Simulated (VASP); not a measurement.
# MoS2 (P6_3/mmc) in VASP: relaxation of cell and atoms with PBE+D3(BJ)

Aim: the relaxation of cell and atoms of MoS2 with PBE+D3(BJ).

All numbers are computed with VASP 6.6.1; they aren't measurements. Logs are shortened: lines on timing, memory, paths and dates and some standing lists are left out, and cuts for length are marked.

## 1. The cell of the first run

The structure is hexagonal, space group P6_3/mmc (No. 194). Conventional cell: a = 3.169 Å, b = 3.169 Å, c = 12.324 Å, α = 90.00°, β = 90.00°, γ = 120.00°. Within 3.2 Å of Mo (site symmetry -6m2) lie 6 S at 2.41 Å and 6 Mo at 3.17 Å. Within 3.2 Å of S (site symmetry 3m) lie 3 Mo at 2.41 Å and 7 S at 3.13 to 3.17 Å.

## 2. Relaxation of cell and atoms, PBE+D3(BJ)

INCAR

```
PREC = Accurate
ENCUT = 600
EDIFF = 1E-6
ISMEAR = 0
SIGMA = 0.02
LREAL = False
LASPH = True
NELM = 100
ALGO = Normal
ISIF = 3
LWAVE = False
LCHARG = False
GGA = PE
IVDW = 12
IBRION = 2
NSW = 100
EDIFFG = -0.005
```

KPOINTS

```
regular mesh
0
Gamma
  12 12 4
```

POSCAR

```
MoS2
1.0
    3.1690000000      0.0000000000      0.0000000000
   -1.5845000000      2.7444345046      0.0000000000
    0.0000000000      0.0000000000     12.3240000000
Mo S
2 4
Direct
    0.3333333333      0.6666666667      0.2500000000
    0.6666666667      0.3333333333      0.7500000000
    0.3333333333      0.6666666667      0.6230000000
    0.6666666667      0.3333333333      0.1230000000
    0.3333333333      0.6666666667      0.8770000000
    0.6666666667      0.3333333333      0.3770000000
```

Potentials or basis: VASP PAW PBE potentials, release 64 (Mo_sv, S).

Command:

```console
$ cat potpaw_PBE.64/Mo_sv/POTCAR potpaw_PBE.64/S/POTCAR > POTCAR
$ mpirun -np 1 vasp_std > vasp.out
```

OUTCAR:

```text
PREC = Accurate
   ENCUT = 600
   EDIFF = 1E-6
   ISMEAR = 0
   LREAL = False
   LASPH = True
   NELM = 100
   ISIF = 3
   GGA = PE
   IVDW = 12
   IBRION = 2
   NSW = 100
   EDIFFG = -0.005
 IVDW          = 12

 ion  position               nearest neighbor table
   1  0.333  0.667  0.250-   4 2.41   6 2.41   4 2.41   6 2.41   4 2.41   6 2.41
   2  0.667  0.333  0.750-   3 2.41   5 2.41   3 2.41   5 2.41   3 2.41   5 2.41
   3  0.333  0.667  0.623-   2 2.41   2 2.41   2 2.41
   4  0.667  0.333  0.123-   1 2.41   1 2.41   1 2.41
   5  0.333  0.667  0.877-   2 2.41   2 2.41   2 2.41
   6  0.667  0.333  0.377-   1 2.41   1 2.41   1 2.41

  LATTYP: Found a hexagonal cell.
 ALAT       =     3.1690000000
 C/A-ratio  =     3.8889239508

  Lattice vectors:

 A1 = (   3.1690000000,   0.0000000000,   0.0000000000)
 A2 = (  -1.5845000000,   2.7444345046,   0.0000000000)
 A3 = (   0.0000000000,   0.0000000000,  12.3240000000)

Analysis of symmetry for initial positions (statically):
=====================================================================
 Subroutine PRICEL returns:
 Original cell was already a primitive cell.

 Routine SETGRP: Setting up the symmetry group for a
 hexagonal supercell.

 Subroutine GETGRP returns: Found 24 space group operations
 (whereof 12 operations were pure point group operations)
 out of a pool of 24 trial point group operations.

The static configuration has the point symmetry D_3d.
 The point group associated with its full space group is D_6h.

Analysis of symmetry for dynamics (positions and initial velocities):
=====================================================================
 Subroutine PRICEL returns:
 Original cell was already a primitive cell.

 Routine SETGRP: Setting up the symmetry group for a
 hexagonal supercell.

 Subroutine GETGRP returns: Found 24 space group operations
 (whereof 12 operations were pure point group operations)
 out of a pool of 24 trial point group operations.

The dynamic configuration has the point symmetry D_3d.
 The point group associated with its full space group is D_6h.

 Subroutine INISYM returns: Found 24 space group operations
 (whereof 12 operations are pure point group operations),
 and found     1 'primitive' translations

----------------------------------------------------------------------------------------

                                     Primitive cell

  volume of cell :     107.1832

  direct lattice vectors                    reciprocal lattice vectors
     3.169000000  0.000000000  0.000000000     0.315556958  0.182186895  0.000000000
    -1.584500000  2.744434505  0.000000000     0.000000000  0.364373789  0.000000000
     0.000000000  0.000000000 12.324000000     0.000000000  0.000000000  0.081142486

  length of vectors
     3.169000000  3.169000000 12.324000000     0.364373789  0.364373789  0.081142486

  position of ions in fractional coordinates (direct lattice)
     0.333333333  0.666666667  0.250000000
     0.666666667  0.333333333  0.750000000
     0.333333333  0.666666667  0.623000000
     0.666666667  0.333333333  0.123000000
     0.333333333  0.666666667  0.877000000
     0.666666667  0.333333333  0.377000000

  ion indices of the primitive-cell ions
   primitive index   ion index
                 1           1
                 2           2
                 3           3
                 4           4
                 5           5
                 6           6

----------------------------------------------------------------------------------------

 KPOINTS: regular mesh

Automatic generation of k-mesh.
 Grid dimensions read from file:
 generate k-points for:   12   12    4

 Generating k-lattice:

  Cartesian coordinates                     Fractional coordinates (reciprocal lattice)
     0.026296413  0.015182241  0.000000000     0.083333333  0.000000000  0.000000000
     0.000000000  0.030364482  0.000000000     0.000000000  0.083333333  0.000000000
     0.000000000  0.000000000  0.020285622     0.000000000  0.000000000  0.250000000

  Length of vectors
     0.030364482  0.030364482  0.020285622

  Shift w.r.t. Gamma in fractional coordinates (k-lattice)
     0.000000000  0.000000000  0.000000000

 Subroutine IBZKPT returns following result:
 ===========================================

 Found     57 irreducible k-points:

 Following reciprocal coordinates:
            Coordinates               Weight
  0.000000  0.000000  0.000000      1.000000
  0.083333  0.000000  0.000000      6.000000
  0.166667 -0.000000  0.000000      6.000000
  0.250000 -0.000000  0.000000      6.000000
  0.333333 -0.000000  0.000000      6.000000
  0.416667 -0.000000  0.000000      6.000000
[... 16 lines left out ...]
  0.250000 -0.000000  0.250000     12.000000
  0.333333 -0.000000  0.250000     12.000000
 [... further k-points ...]
   k-points           NKPTS =     57   k-points in BZ     NKDIM =     57   number of bands    NBANDS=     31
   number of dos      NEDOS =    301   number of ions     NIONS =      6
   total plane-waves  NPLWV =  76832
   dimension x,y,z NGX =    28 NGY =   28 NGZ =   98
   dimension x,y,z NGXF=    56 NGYF=   56 NGZF=  196
   ions per type =               2   4
   NGX,Y,Z   is equivalent  to a cutoff of  14.69, 14.69, 13.22 a.u.
   NGXF,Y,Z  is equivalent  to a cutoff of  29.38, 29.38, 26.44 a.u.
 SYSTEM =  unknown system
   PREC   = accura    normal or accurate (medium, high low for compatibility)
   ISTART =      0    job   : 0-new  1-cont  2-samecut
   ICHARG =      2    charge: 1-file 2-atom 10-const
   ISPIN  =      1    spin polarized calculation?
   LNONCOLLINEAR =      F non collinear calculations
   LSORBIT =      F    spin-orbit coupling
   LASPH  =      T    aspherical Exc in radial PAW
   ENCUT  =  600.0 eV  44.10 Ry    6.64 a.u.   6.33  6.33 24.61*2*pi/ulx,y,z
   NELM   =    100;   NELMIN=  2; NELMDL= -5     # of ELM steps
   EDIFF  = 0.1E-05   stopping-criterion for ELM
   LREAL  =      F    real-space projection
   EDIFFG = -.5E-02   stopping-criterion for IOM
   NSW    =    100    number of steps for IOM
   IBRION =      2    ionic relax: 0-MD 1-quasi-New 2-CG
   NFREE  =      1    steps in history (QN), initial steepest desc. (CG)
   ISIF   =      3    stress and relaxation
   ISYM   =      2    0-nonsym 1-usesym 2-fastsym
   POTIM  = 0.5000    time-step for ionic-motion
   TEBEG  =    0.0;   TEEND  =   0.0 temperature during run
   PSTRESS=    0.0 pullay stress
   NELECT =      52.0000    total number of electrons
   NUPDOWN=      -1.0000    fix difference up-down
   EMIN   =  10.00;   EMAX   =-10.00  energy-range for DOS
   EFERMI =   0.00;   METHOD = LEGACY
   ISMEAR =     0;   SIGMA  =   0.02  broadening in eV -4-tet -1-fermi 0-gaus
   EFERMI_NEDOS =   21; number of points for ismear=-14 and -15
   IALGO  =     38    algorithm
   IMIX   =      4    mixing-type and parameters
     AMIX     =   0.40;   BMIX     =  1.00
     AMIX_MAG =   1.60;   BMIX_MAG =  1.00
  volume/ion in A,a.u.               =      17.86       120.55
  Fermi-wavevector in a.u.,A,eV,Ry     =   1.286373  2.430893 22.514325  1.654756
  Thomas-Fermi vector in A             =   2.418452
   LORBIT       =      0    0 simple, 1 ext, 2 COOP (PROOUT), +10 PAW based schemes
   GGA     = PE    functional components
   LHFCALC =     F    Hartree Fock is set to
   AEXX    =    0.0000 exact exchange contribution
   IVDW    =    12    specifies the selected vdW correction
   LEPSILON=     F    determine dielectric tensor
   LRPA    =     F    only Hartree local field effects (RPA)
 conjugate gradient relaxation of ions
 non-spin polarized calculation
 Gauss-broadening in eV      SIGMA  =   0.02
  energy-cutoff  :      600.00
  volume of cell :      107.18
 maximum number of plane-waves:      3614
 NGX is ok and might be reduce to    28
   NGX = 13   NGY = 13   NGZ = 49

--------------------------------------- Ionic step        1  -------------------------------------------

 number of electron      52.0000000 magnetization

 Free energy of the ion-electron system (eV)
  ---------------------------------------------------
  ext. energy  EPLUGINS =         0.00000000
  ---------------------------------------------------
  free energy    TOTEN  =       -43.61557470 eV

  energy without entropy =      -43.61557470  energy(sigma->0) =      -43.61557470

------------------------ aborting loop because EDIFF is reached ----------------------------------------

 Edisp (eV)   -2.54058

 E8    (eV) :    -1.0246

  FORCE on cell =-STRESS in cart. coord.  units (eV):
  Direction    XX          YY          ZZ          XY          YZ          ZX
  --------------------------------------------------------------------------------------
  -------------------------------------------------------------------------------------
  Total      -1.45315    -1.45315    -1.20786     0.00000    -0.00000     0.00000
  in kB     -21.72170   -21.72170   -18.05516     0.00000    -0.00000     0.00000
  external pressure =      -20.50 kB  Pullay stress =        0.00 kB
[... 109 lines left out ...]
  FREE ENERGIE OF THE ION-ELECTRON SYSTEM (eV)
  ---------------------------------------------------
  free  energy   TOTEN  =       -46.1650055937 eV

  energy  without entropy=      -46.1650055937  energy(sigma->0) =      -46.16500559

[... ionic steps 4 to 10 ...]

--------------------------------------- Ionic step       11  -------------------------------------------

 number of electron      51.9999994 magnetization

------------------------ aborting loop because EDIFF is reached ----------------------------------------

 Edisp (eV)   -2.62707

 E8    (eV) :    -1.0593
[... 77 lines left out ...]
  energy  without entropy=      -46.1730480736  energy(sigma->0) =      -46.17304807

--------------------------------------- Ionic step       13  -------------------------------------------

 number of electron      51.9999994 magnetization

 Free energy of the ion-electron system (eV)
  ---------------------------------------------------
  ext. energy  EPLUGINS =         0.00000000
  ---------------------------------------------------
  free energy    TOTEN  =       -43.54549721 eV

  energy without entropy =      -43.54549721  energy(sigma->0) =      -43.54549721

 E-fermi :   8.0721     XC(G=0): -11.0198

 val. band max:        7.9630059094   @ k =   0.0000   0.0000   0.0000
 cond. band min:       8.7597037393   @ k =   0.1667   0.1667   0.0000
 fundamental gap:      0.7966978300
 Fermi energy:         8.0721082388

 k-point     1 :       0.0000    0.0000    0.0000
  band No.  band energies     occupation
      1     -53.5787      2.00000
      2     -53.5787      2.00000
      3     -27.7435      2.00000
      4     -27.7434      2.00000
      5     -27.5018      2.00000
      6     -27.5018      2.00000
[... 805 lines left out ...]
     30       9.9140      0.00000
     31      10.6082      0.00000

 [... further k-points ...]

------------------------ aborting loop because EDIFF is reached ----------------------------------------

 Edisp (eV)   -2.62760

 E8    (eV) :    -1.0595

  FORCE on cell =-STRESS in cart. coord.  units (eV):
  Direction    XX          YY          ZZ          XY          YZ          ZX
  --------------------------------------------------------------------------------------
  -------------------------------------------------------------------------------------
  Total      -0.02631    -0.02631    -0.01287    -0.00000    -0.00000     0.00000
  in kB      -0.40629    -0.40629    -0.19880    -0.00000    -0.00000     0.00000
  external pressure =       -0.34 kB  Pullay stress =        0.00 kB
[... 21 lines left out ...]
  FREE ENERGIE OF THE ION-ELECTRON SYSTEM (eV)
  ---------------------------------------------------
  free  energy   TOTEN  =       -46.1730952026 eV

  energy  without entropy=      -46.1730952026  energy(sigma->0) =      -46.17309520

 reached required accuracy - stopping structural energy minimisation
```

It took 15 min on 1 thread of Intel Xeon 6975P-C (Granite Rapids), shared host; peak memory 0.4 GiB.

Results:

| Item | Value |
| --- | --- |
| Free energy | -46.1731 eV |
| Relaxed volume | 17.29 Å³/atom |
| Relaxed cell | a = 3.149 Å, b = 3.149 Å, c = 12.081 Å, α = 90.00°, β = 90.00°, γ = 120.00° |
| Space group after relaxing (to 0.1 Å) | P6_3/mmc (No. 194) |
| Energy gained by relaxing | 2.8 meV/atom |
| Ionic steps | 13 |
| Pressure after relaxing | 0.0 GPa |
| Band gap on the k mesh | 0.80 eV (least direct gap 1.70 eV) |
| Dispersion energy per atom | -0.438 eV |

Forces in eV/Å, atoms in the order of the input:
```
Mo   0.000  0.000  0.000
Mo   0.000  0.000  0.000
S    0.000  0.000  0.002
S    0.000  0.000  0.002
S    0.000  0.000 -0.002
S    0.000  0.000 -0.002
```

Step by step:
| step | energy change (eV) | largest force (eV/Å) | pressure (GPa) | volume (Å³) |
| --- | --- | --- | --- | --- |
| 1 | 0.0000 | 0.0754 | -2.05 | 107.18 |
| 2 | 0.0163 | 0.5253 | 3.50 | 103.68 |
| 3 | -0.0088 | 0.1428 | -0.08 | 105.85 |
| 4 | -0.0114 | 0.0589 | -0.05 | 105.43 |
| 5 | -0.0115 | 0.0381 | -0.05 | 105.33 |
| 6 | -0.0130 | 0.0332 | -0.05 | 105.09 |
| 7 | -0.0161 | 0.0178 | -0.06 | 104.39 |
| 8 | -0.0152 | 0.0149 | 0.06 | 102.98 |
| 9 | -0.0169 | 0.0090 | 0.00 | 103.84 |
| 10 | -0.0169 | 0.0080 | 0.00 | 103.80 |
| 11 | -0.0169 | 0.0073 | 0.00 | 103.77 |
| 12 | -0.0169 | 0.0214 | -0.07 | 103.71 |
| 13 | -0.0169 | 0.0023 | -0.03 | 103.75 |

Final structure:
```
CELL_PARAMETERS angstrom
3.14899 0.00000 0.00000
-1.57450 2.72711 0.00000
0.00000 0.00000 12.08136
ATOMIC_POSITIONS crystal
Mo 0.33333 0.66667 0.25000
Mo 0.66667 0.33333 0.75000
S 0.33333 0.66667 0.62044
S 0.66667 0.33333 0.12044
S 0.33333 0.66667 0.87956
S 0.66667 0.33333 0.37956
```

A k mesh can miss the band edges. A hybrid or GW would open this gap; PBE tends to underestimate it.
